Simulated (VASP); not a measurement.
Runs of VASP 6.6.1 on MgO. The structure is that of space group Pm-3m (No. 221), or close to it. The cells are those of the table. 

```tsv
cell	cutoff (eV)	gap on the mesh (eV)	pressure (GPa)
a = 2.546 Å, 2 atoms	600	(a)	17.8
a = 2.444 Å, 2 atoms	520	4.87	51.9
a = 2.598 Å, 2 atoms	520	2.85	6.1
a = 2.484 Å, 2 atoms	520	4.28	36.5
a = 2.523 Å, 2 atoms	520	3.75	24.1
a = 2.403 Å, 2 atoms	520	5.55	71.2
a = 2.316 Å, 2 atoms	520	6.20	126.5
a = 2.668 Å, 2 atoms	520	2.13	(c)
a = 2.360 Å, 2 atoms	520	6.00	95.6
a = 2.269 Å, 2 atoms	520	6.41	166.2
a = 2.561 Å, 2 atoms	520	3.27	14.1
a = 2.633 Å, 2 atoms	520	2.47	(b)
```

Alike in all rows: task single point; level PBEsol; potentials or basis VASP PAW PBE potentials, release 64 (Mg, O); no spin polarisation; k mesh 14 × 14 × 14; smearing gaussian 0.05 eV.

Q: Estimate the missing entries.

A: (a) 3.46; (b) -0.5; (c) -5.9.

Caveats: the PAW data sets were made with another functional, which shifts forces and pressure a little.

A k mesh can miss the band edges.
